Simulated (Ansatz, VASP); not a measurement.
Two plane-wave programs on BaTiO3

```
Ba Ti O
1.0
     4.02887    0.00000    0.00000
     0.00000    4.02887    0.00000
     0.00000    0.00000    4.02887
Ba Ti O
1 1 3
Direct
  0.50000 0.50000 0.50000
  0.00000 0.00000 0.00000
  0.50000 0.00000 0.00000
  0.00000 0.50000 0.00000
  0.00000 0.00000 0.50000
```

Alike in both runs: functional PBE; k mesh 8 × 8 × 8; occupations gaussian, width 0.02 eV; no spin polarisation; Hubbard terms Ti d U = 4.0 eV.

Ansatz relaxed the structure, and its values are those at the end. VASP's run is a single point on that final structure, the one shown.

|  | VASP | Ansatz |
| --- | --- | --- |
| version | VASP 6.6.1 | Ansatz 0.2.0 |
| potentials or method | VASP PAW PBE potentials, release 64 (Ba_sv, Ti_sv, O), cutoff 520 eV | scalar-relativistic, plane waves, PAW |
| valence electrons in the cell | 40 | 40 |

Ansatz gave:

- gap on the k mesh at the Fermi level (eV): 2.21
- least direct gap on the mesh (eV): 2.38
- pressure (GPa): 0.0

Task: What did VASP give for the same quantities?

Result: gap on the k mesh at the Fermi level (eV): 2.17; least direct gap on the mesh (eV): 2.37; pressure (GPa): 3.5.

The programs project onto different local orbitals, so the same U acts differently, and such runs can settle in different states.

Spin-orbit coupling is off throughout.
